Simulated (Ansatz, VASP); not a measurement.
## Be in VASP and in Ansatz

File INCAR:

```
PREC = Accurate
ENCUT = 520
EDIFF = 1E-6
ISMEAR = -1
SIGMA = 0.03
LREAL = False
LASPH = True
NELM = 100
ALGO = Normal
ISIF = 2
LWAVE = False
LCHARG = False
GGA = PS
NBANDS = 7
```

File KPOINTS:

```
regular mesh
0
Gamma
  23 23 23
```

POSCAR

```
Be
1.0
   -1.2280585323      1.2531209513      1.2531209513
    1.2531209513     -1.2280585323      1.2531209513
    1.2531209513      1.2531209513     -1.2280585323
Be
1
Direct
    0.0000000000      0.0000000000      0.0000000000
```

Input for Ansatz:

```yaml
crystal:
  lattice:
    - [-1.2280585323, 1.2531209513, 1.2531209513]
    - [1.2531209513, -1.2280585323, 1.2531209513]
    - [1.2531209513, 1.2531209513, -1.2280585323]
  atoms:
    - { symbol: Be, position: [0.0, 0.0, 0.0] }
kpoints:
  mp_grid: { grid: [23, 23, 23] }
  band_path:
    path:
      - [0.0, 0.0, 0.0]
      - [0.0, 0.0, 0.5]
      - [-0.5, 0.5, 0.5]
      - [-0.7448729721, 0.2551270279, 0.2551270279]
      - [0.2551270279, 0.2551270279, 0.2551270279]
      - [0.0, 0.0, 0.0]
      - [-0.5, 0.0, 0.5]
    npoints: 5
scf:
  occupations: { method: fermi_dirac, width: 0.03 }
hamiltonian:
  xc: pbesol
  pseudopotentials: { kind: all_electron, lapw: { basis_error: 0.00025 } }
output:
  forces: true
  stress: true
  eigenvalues: true
```

Change from the starting cell: equal xy, yz and zx shear strains of +2 %.

Alike in both runs: task single point; functional PBEsol; k mesh 23 × 23 × 23; occupations fermi-dirac, width 0.03 eV; no spin polarisation.

```csv
,VASP,Ansatz
version,VASP 6.6.1,Ansatz 0.2.0
potentials or method,"VASP PAW PBE potentials, release 64 (Be), cutoff 520 eV","all-electron LAPW, scalar-relativistic"
```

|  | VASP | Ansatz | Ansatz less VASP |
| --- | --- | --- | --- |
| pressure (GPa) | -1.4 | -1.9 | -0.46 |
| traceless stress, the component that is largest in VASP (GPa) | -3.86 | -3.84 | +0.012 |

VASP's potentials were made for PBE, not for PBEsol. Ansatz ran all-electron here, and VASP with PAW potentials.
